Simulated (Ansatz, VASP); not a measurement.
Two plane-wave programs on PbS2

Contents of INCAR:

```
ALGO = Normal
DIPOL = 0.5 0.5 0.500
EDIFF = 1E-7
ENCUT = 520
GGA = PE
IDIPOL = 3
ISIF = 2
ISMEAR = 0
LASPH = T
LCHARG = T
LDIPOL = T
LELF = T
LREAL = F
LVACPOTAV = T
LVHAR = T
LWAVE = F
NBANDS = 20
NELM = 60
PREC = Accurate
SIGMA = 0.1
```

KPOINTS

```
k-points
0
Gamma
  6 6 1
```

The input POSCAR:

```
PbS2
1.0
    2.9687574900      0.0000000000      0.0000000000
   -1.4843782800      2.5710193200      0.0000000000
    0.0000000000      0.0000000000     17.0000000000
Pb S
1 2
Direct
    0.0000000000      0.0000000000      0.4989604700
    0.3333333300      0.6666666700      0.4134479700
    0.3333333300      0.6666666700      0.5865520300
```

Input for Ansatz:

```yaml
crystal:
  lattice:
    - [2.96875749, 0.0, 0.0]
    - [-1.48437828, 2.57101932, 0.0]
    - [0.0, 0.0, 17.0]
  atoms:
    - { symbol: Pb, position: [0.0, 0.0, 0.49896047] }
    - { symbol: S, position: [0.33333333, 0.66666667, 0.41344797] }
    - { symbol: S, position: [0.33333333, 0.66666667, 0.58655203] }
  periodic: [true, true, false]
basis:
  ecutwfc: 420
kpoints:
  mp_grid: { grid: [6, 6, 1] }
hamiltonian:
  xc: pbe
scf:
  occupations: { method: gaussian, width: 0.1 }
  lower_state_search: "off"
output:
  forces: true
  stress: true
  eigenvalues: true
```

Change from the starting cell: species swapped into a sheet of the WS2 type.

Alike in both runs: task single point; functional PBE; k mesh 6 × 6 × 1; occupations gaussian, width 0.1 eV; no spin polarisation.

|  | VASP | Ansatz |
| --- | --- | --- |
| version | VASP 6.6.1 | Ansatz 0.2.0 |
| potentials or method | VASP PAW PBE potentials, release 64 (Pb_d, S), cutoff 520 eV | scalar-relativistic, plane waves, PAW |
| valence electrons in the cell | 26 | 26 |

Ansatz gave:

- gap on the k mesh at the Fermi level (eV): none
- rms of the force components (eV/Å): 5.243

Q: Estimate VASP's values.

A: gap on the k mesh at the Fermi level (eV): none; rms of the force components (eV/Å): 5.179.

Atom by atom the forces differ by 0.064 eV/Å (rms over components). A gap of «none» marks a metal or a gap that the smearing closes. Ansatz's warnings: slab cell height set, structure snapped to symmetry.

The k mesh is coarse, so the values compare programs but aren't converged. Spin-orbit coupling is off throughout.
